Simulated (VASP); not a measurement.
# AlN (P6_3mc) in VASP: notebook

Runs on AlN. Level: PBE. Tasks: single point.

Everything below comes from runs of VASP 6.6.1. Logs are shortened: lines on timing, memory, paths and dates and some standing lists are left out, and cuts for length are marked.

**Measured values to compare with.**

“Structural and optical properties of self-assembled AlN nanowires grown on SiO2/Si substrates by molecular beam epitaxy”, 2024, arxiv:2402.00216 quotes, for a bulk crystal of AlN at 0 K: band gap 6.0343 eV (an exciton energy, a little under the gap).

The results are compared with them further down.

## 1. The cell of the first run

Symmetry: P6_3mc, No. 186, hexagonal system. Conventional cell: a = 3.071 Å, b = 3.071 Å, c = 4.901 Å, α = 90.00°, β = 90.00°, γ = 120.00°. Al (site symmetry 3m) has 4 N at 1.86 to 1.88 Å within 2.5 Å. Within 2.5 Å of N (site symmetry 3m) lie 4 Al at 1.86 to 1.88 Å.

## 2. Single point, PBE (volume scaled by 0.94, then relaxed in part)

Input file INCAR:

```
PREC = Accurate
ENCUT = 520
EDIFF = 1E-6
ISMEAR = 0
SIGMA = 0.02
LREAL = False
LASPH = True
NELM = 100
ALGO = Normal
ISIF = 2
LWAVE = False
LCHARG = False
GGA = PE
NBANDS = 16
```

Input file KPOINTS:

```
regular mesh
0
Gamma
  9 9 6
```

Input file POSCAR:

```
AlN
1.0
    3.0708416756      0.0000000000      0.0000000000
   -1.5354208378      2.6594269021      0.0000000000
    0.0000000000      0.0000000000      4.9011393650
Al N
2 2
Direct
    0.3333333333      0.6666666667     -0.0014092454
    0.6666666667      0.3333333333      0.4985907546
    0.3333333333      0.6666666667      0.3814092454
    0.6666666667      0.3333333333      0.8814092454
```

Potentials or basis: VASP PAW PBE potentials, release 64 (Al, N).

On the command line:

```sh
cat potpaw_PBE.64/Al/POTCAR potpaw_PBE.64/N/POTCAR > POTCAR
mpirun -np 1 vasp_std > vasp.out
```

OUTCAR:

```text
PREC = Accurate
   ENCUT = 520
   EDIFF = 1E-6
   ISMEAR = 0
   LREAL = False
   LASPH = True
   NELM = 100
   ISIF = 2
   GGA = PE

 ion  position               nearest neighbor table
   1  0.333  0.667  0.999-   4 1.86   4 1.86   4 1.86   3 1.88   2 3.02   2 3.02   2 3.02   2 3.02
                             2 3.02   2 3.02
   2  0.667  0.333  0.499-   3 1.86   3 1.86   3 1.86   4 1.88   1 3.02   1 3.02   1 3.02   1 3.02
                             1 3.02   1 3.02
   3  0.333  0.667  0.381-   2 1.86   2 1.86   2 1.86   1 1.88
   4  0.667  0.333  0.881-   1 1.86   1 1.86   1 1.86   2 1.88

  LATTYP: Found a hexagonal cell.
 ALAT       =     3.0708416756
 C/A-ratio  =     1.5960247654

  Lattice vectors:

 A1 = (   3.0708416756,   0.0000000000,   0.0000000000)
 A2 = (  -1.5354208378,   2.6594269021,   0.0000000000)
 A3 = (   0.0000000000,   0.0000000000,   4.9011393650)

Analysis of symmetry for initial positions (statically):
=====================================================================
 Subroutine PRICEL returns:
 Original cell was already a primitive cell.

 Routine SETGRP: Setting up the symmetry group for a
 hexagonal supercell.

 Subroutine GETGRP returns: Found 12 space group operations
 (whereof  6 operations were pure point group operations)
 out of a pool of 24 trial point group operations.

The static configuration has the point symmetry C_3v.
 The point group associated with its full space group is C_6v.

Analysis of symmetry for dynamics (positions and initial velocities):
=====================================================================
 Subroutine PRICEL returns:
 Original cell was already a primitive cell.

 Routine SETGRP: Setting up the symmetry group for a
 hexagonal supercell.

 Subroutine GETGRP returns: Found 12 space group operations
 (whereof  6 operations were pure point group operations)
 out of a pool of 24 trial point group operations.

The dynamic configuration has the point symmetry C_3v.
 The point group associated with its full space group is C_6v.

 Subroutine INISYM returns: Found 12 space group operations
 (whereof  6 operations are pure point group operations),
 and found     1 'primitive' translations

----------------------------------------------------------------------------------------

                                     Primitive cell

  volume of cell :      40.0260

  direct lattice vectors                    reciprocal lattice vectors
     3.070841676  0.000000000  0.000000000     0.325643620  0.188010432  0.000000000
    -1.535420838  2.659426902  0.000000000     0.000000000  0.376020863  0.000000000
     0.000000000  0.000000000  4.901139365     0.000000000  0.000000000  0.204034190

  length of vectors
     3.070841676  3.070841676  4.901139365     0.376020863  0.376020863  0.204034190

  position of ions in fractional coordinates (direct lattice)
     0.333333333  0.666666667  0.998590755
     0.666666667  0.333333333  0.498590755
     0.333333333  0.666666667  0.381409245
     0.666666667  0.333333333  0.881409245

  ion indices of the primitive-cell ions
   primitive index   ion index
                 1           1
                 2           2
                 3           3
                 4           4

----------------------------------------------------------------------------------------

 KPOINTS: regular mesh

Automatic generation of k-mesh.
 Grid dimensions read from file:
 generate k-points for:    9    9    6

 Generating k-lattice:

  Cartesian coordinates                     Fractional coordinates (reciprocal lattice)
     0.036182624  0.020890048  0.000000000     0.111111111  0.000000000  0.000000000
     0.000000000  0.041780096  0.000000000     0.000000000  0.111111111  0.000000000
     0.000000000  0.000000000  0.034005698     0.000000000  0.000000000  0.166666667

  Length of vectors
     0.041780096  0.041780096  0.034005698

  Shift w.r.t. Gamma in fractional coordinates (k-lattice)
     0.000000000  0.000000000  0.000000000

 Subroutine IBZKPT returns following result:
 ===========================================

 Found     48 irreducible k-points:

 Following reciprocal coordinates:
            Coordinates               Weight
  0.000000  0.000000  0.000000      1.000000
  0.111111  0.000000  0.000000      6.000000
  0.222222  0.000000  0.000000      6.000000
  0.333333  0.000000  0.000000      6.000000
  0.444444  0.000000  0.000000      6.000000
  0.111111  0.111111  0.000000      6.000000
[... 16 lines left out ...]
  0.333333  0.222222  0.166667     24.000000
  0.333333  0.333333  0.166667      4.000000
 [... further k-points ...]
   k-points           NKPTS =     48   k-points in BZ     NKDIM =     48   number of bands    NBANDS=     16
   number of dos      NEDOS =    301   number of ions     NIONS =      4
   total plane-waves  NPLWV =  20736
   dimension x,y,z NGX =    24 NGY =   24 NGZ =   36
   dimension x,y,z NGXF=    48 NGYF=   48 NGZF=   72
   ions per type =               2   2
   NGX,Y,Z   is equivalent  to a cutoff of  12.99, 12.99, 12.21 a.u.
   NGXF,Y,Z  is equivalent  to a cutoff of  25.99, 25.99, 24.42 a.u.
 SYSTEM =  unknown system
   PREC   = accura    normal or accurate (medium, high low for compatibility)
   ISTART =      0    job   : 0-new  1-cont  2-samecut
   ICHARG =      2    charge: 1-file 2-atom 10-const
   ISPIN  =      1    spin polarized calculation?
   LNONCOLLINEAR =      F non collinear calculations
   LSORBIT =      F    spin-orbit coupling
   LASPH  =      T    aspherical Exc in radial PAW
   ENCUT  =  520.0 eV  38.22 Ry    6.18 a.u.   5.71  5.71  9.11*2*pi/ulx,y,z
   NELM   =    100;   NELMIN=  2; NELMDL= -5     # of ELM steps
   EDIFF  = 0.1E-05   stopping-criterion for ELM
   LREAL  =      F    real-space projection
   EDIFFG = 0.1E-04   stopping-criterion for IOM
   NSW    =      0    number of steps for IOM
   IBRION =     -1    ionic relax: 0-MD 1-quasi-New 2-CG
   NFREE  =      0    steps in history (QN), initial steepest desc. (CG)
   ISIF   =      2    stress and relaxation
   ISYM   =      2    0-nonsym 1-usesym 2-fastsym
   POTIM  = 0.5000    time-step for ionic-motion
   TEBEG  =    0.0;   TEEND  =   0.0 temperature during run
   PSTRESS=    0.0 pullay stress
   NELECT =      16.0000    total number of electrons
   NUPDOWN=      -1.0000    fix difference up-down
   EMIN   =  10.00;   EMAX   =-10.00  energy-range for DOS
   EFERMI =   0.00;   METHOD = LEGACY
   ISMEAR =     0;   SIGMA  =   0.02  broadening in eV -4-tet -1-fermi 0-gaus
   EFERMI_NEDOS =   21; number of points for ismear=-14 and -15
   IALGO  =     38    algorithm
   IMIX   =      4    mixing-type and parameters
     AMIX     =   0.40;   BMIX     =  1.00
     AMIX_MAG =   1.60;   BMIX_MAG =  1.00
  volume/ion in A,a.u.               =      10.01        67.53
  Fermi-wavevector in a.u.,A,eV,Ry     =   1.205963  2.278940 19.787589  1.454347
  Thomas-Fermi vector in A             =   2.341644
   LORBIT       =      0    0 simple, 1 ext, 2 COOP (PROOUT), +10 PAW based schemes
   GGA     = PE    functional components
   LHFCALC =     F    Hartree Fock is set to
   AEXX    =    0.0000 exact exchange contribution
   IVDW    =     0    specifies the selected vdW correction
   LEPSILON=     F    determine dielectric tensor
   LRPA    =     F    only Hartree local field effects (RPA)
 non-spin polarized calculation
 Gauss-broadening in eV      SIGMA  =   0.02
  energy-cutoff  :      520.00
  volume of cell :       40.03
 maximum number of plane-waves:      1092
 NGX is ok and might be reduce to    24
   NGX = 11   NGY = 11   NGZ = 19

 number of electron      15.9999995 magnetization

 Free energy of the ion-electron system (eV)
  ---------------------------------------------------
  ext. energy  EPLUGINS =         0.00000000
  ---------------------------------------------------
  free energy    TOTEN  =       -29.68130171 eV

  energy without entropy =      -29.68130171  energy(sigma->0) =      -29.68130171

 E-fermi :   6.7653     XC(G=0): -11.0972

 val. band max:        6.6011056273   @ k =   0.0000   0.0000   0.0000
 cond. band min:      11.1635399448   @ k =   0.0000   0.0000   0.0000
 fundamental gap:      4.5624343176
 Fermi energy:         6.7652794583

 k-point     1 :       0.0000    0.0000    0.0000
  band No.  band energies     occupation
      1      -8.8783      2.00000
      2      -6.5830      2.00000
      3       0.3976      2.00000
      4       5.6654      2.00000
      5       5.6654      2.00000
      6       6.3347      2.00000
[... 8 lines left out ...]
     15      20.1002      0.00000
     16      20.1658      0.00000

 k-point     2 :       0.1111    0.0000    0.0000
  band No.  band energies     occupation
      1      -8.7140      2.00000
      2      -6.4907      2.00000
      3       0.5900      2.00000
      4       4.9496      2.00000
      5       5.4610      2.00000
      6       5.6648      2.00000
[... 8 lines left out ...]
     15      19.9133      0.00000
     16      20.0789      0.00000

 k-point     3 :       0.2222    0.0000    0.0000
  band No.  band energies     occupation
      1      -8.2470      2.00000
      2      -6.2597      2.00000
      3       1.1492      2.00000
      4       3.4153      2.00000
      5       4.3946      2.00000
      6       5.0431      2.00000
[... 8 lines left out ...]
     15      19.1948      0.00000
     16      19.7941      0.00000

 k-point     4 :       0.3333    0.0000    0.0000
  band No.  band energies     occupation
      1      -7.5705      2.00000
      2      -6.0380      2.00000
      3       1.9465      2.00000
      4       2.0051      2.00000
      5       3.1843      2.00000
      6       4.6555      2.00000
[... 8 lines left out ...]
     15      19.1375      0.00000
     16      21.3749      0.00000
[... 324 lines left out ...]
 k-point    22 :       0.2222    0.2222    0.1667
  band No.  band energies     occupation
      1      -7.1380      2.00000
      2      -6.0559      2.00000
      3       1.8496      2.00000
      4       2.0892      2.00000
      5       3.4086      2.00000
      6       3.8418      2.00000
[... 8 lines left out ...]
     15      19.2357      0.00000
     16      21.9985      0.00000

 k-point    23 :       0.3333    0.2222    0.1667
  band No.  band energies     occupation
      1      -6.5825      2.00000
      2      -6.0500      2.00000
      3       1.4131      2.00000
      4       2.1453      2.00000
      5       2.9663      2.00000
      6       4.0232      2.00000
[... 8 lines left out ...]
     15      19.6740      0.00000
     16      21.9088      0.00000

 k-point    24 :       0.3333    0.3333    0.1667
  band No.  band energies     occupation
      1      -6.2158      2.00000
      2      -6.2158      2.00000
      3       1.6745      2.00000
      4       2.3101      2.00000
      5       2.3101      2.00000
      6       3.7759      2.00000
[... 8 lines left out ...]
     15      19.8955      0.00000
     16      22.2326      0.00000

 [... further k-points ...]

------------------------ aborting loop because EDIFF is reached ----------------------------------------

  FORCE on cell =-STRESS in cart. coord.  units (eV):
  Direction    XX          YY          ZZ          XY          YZ          ZX
  --------------------------------------------------------------------------------------
  -------------------------------------------------------------------------------------
  Total        3.2958432      3.2958432      3.3065963      0.0000000     -0.0000000      0.0000000
  in kB      131.9272740    131.9272740    132.3577051      0.0000000     -0.0000000      0.0000000
  external PRESSURE =     132.0707511 kB  Pullay stress =       0.0000000 kB

 VOLUME and BASIS-vectors are now :
 -----------------------------------------------------------------------------
  energy-cutoff  :      520.00
  volume of cell :       40.03
      direct lattice vectors                 reciprocal lattice vectors
     3.070841676  0.000000000  0.000000000     0.325643620  0.188010432  0.000000000
    -1.535420838  2.659426902  0.000000000     0.000000000  0.376020863  0.000000000
     0.000000000  0.000000000  4.901139365     0.000000000  0.000000000  0.204034190

 POSITION                                       TOTAL-FORCE (eV/Angst)
 -----------------------------------------------------------------------------------
     -0.00000      1.77295      4.89423        -0.000000      0.000000      0.000662
      1.53542      0.88648      2.44366         0.000000     -0.000000      0.000662
     -0.00000      1.77295      1.86934         0.000000      0.000000     -0.000662
      1.53542      0.88648      4.31991        -0.000000      0.000000     -0.000662
 -----------------------------------------------------------------------------------
    total drift:                                0.000000      0.000000      0.000187

  FREE ENERGIE OF THE ION-ELECTRON SYSTEM (eV)
  ---------------------------------------------------
  free  energy   TOTEN  =       -29.6813017060 eV

  energy  without entropy=      -29.6813017060  energy(sigma->0) =      -29.68130171
```

It took 11 s on 1 thread of Intel Xeon Platinum 8559C (Emerald Rapids), shared host; peak memory 0.16 GiB.

Results:

```
Free energy            : -29.6813 eV
Pressure               : 13.2 GPa
Band gap on the k mesh : 4.56 eV, direct
```

 A k mesh can miss the band edges.

## 3. Single point, PBE (volume scaled by 0.97, then relaxed in part)

Input file INCAR:

```
SYSTEM = AlN
  PREC = Accurate
  ENCUT = 520
  EDIFF = 1E-6
  ISMEAR = 0
  SIGMA = 0.02
  LREAL = .False.
  LASPH = .True.
  NELM = 60
  ALGO = Normal
  ISIF = 2
  LWAVE = .False.
  LCHARG = .False.
  GGA = PE
  NBANDS = 16
```

Input file KPOINTS:

```
regular mesh
0
Gamma
  9 9 6
  0 0 0
```

Input file POSCAR:

```
AlN
1.0
    3.1000474510      0.0000000000      0.0000000000
   -1.5500237255      2.6847198455      0.0000000000
    0.0000000000      0.0000000000      4.9627123324
Al N
2 2
Direct
    0.3333333333      0.6666666667     -0.0009244750
    0.6666666667      0.3333333333      0.4990755250
    0.3333333333      0.6666666667      0.3809244750
    0.6666666667      0.3333333333      0.8809244750
```

Potentials or basis: VASP PAW PBE potentials, release 64 (Al, N).

On the command line:

```sh
cat potpaw_PBE.64/Al/POTCAR potpaw_PBE.64/N/POTCAR > POTCAR
mpirun -np 1 vasp_std > vasp.out
```

It took 12 s on 1 thread of Intel Xeon Platinum 8559C (Emerald Rapids), shared host; peak memory 0.16 GiB.

Results (log left out):

| Property | Result |
| --- | --- |
| Free energy | -29.7577 eV |
| Pressure | 6.0 GPa |
| Largest force | 0.009 eV/Å |
| Band gap on the k mesh | 4.30 eV, direct |

Forces on the atoms (eV/Å):
```
Al   0.000  0.000 -0.009
Al   0.000  0.000 -0.009
N    0.000  0.000  0.009
N    0.000  0.000  0.009
```

Levels at points of the mesh, in eV from the valence-band top:
```
           k point  band 4  band 5  band 6  band 7  band 8  band 9  band 10  band 11  band 12  band 13
(0.00, 0.00, 0.00)   -0.88   -0.88   -0.22   -0.22    0.00    4.30     6.75    10.70    11.23    11.23
(0.00, 0.00, 0.50)   -3.35   -0.56   -0.56   -0.56   -0.56    6.56     6.56    10.41    10.41    11.54
```

[end of part 1 of 2]
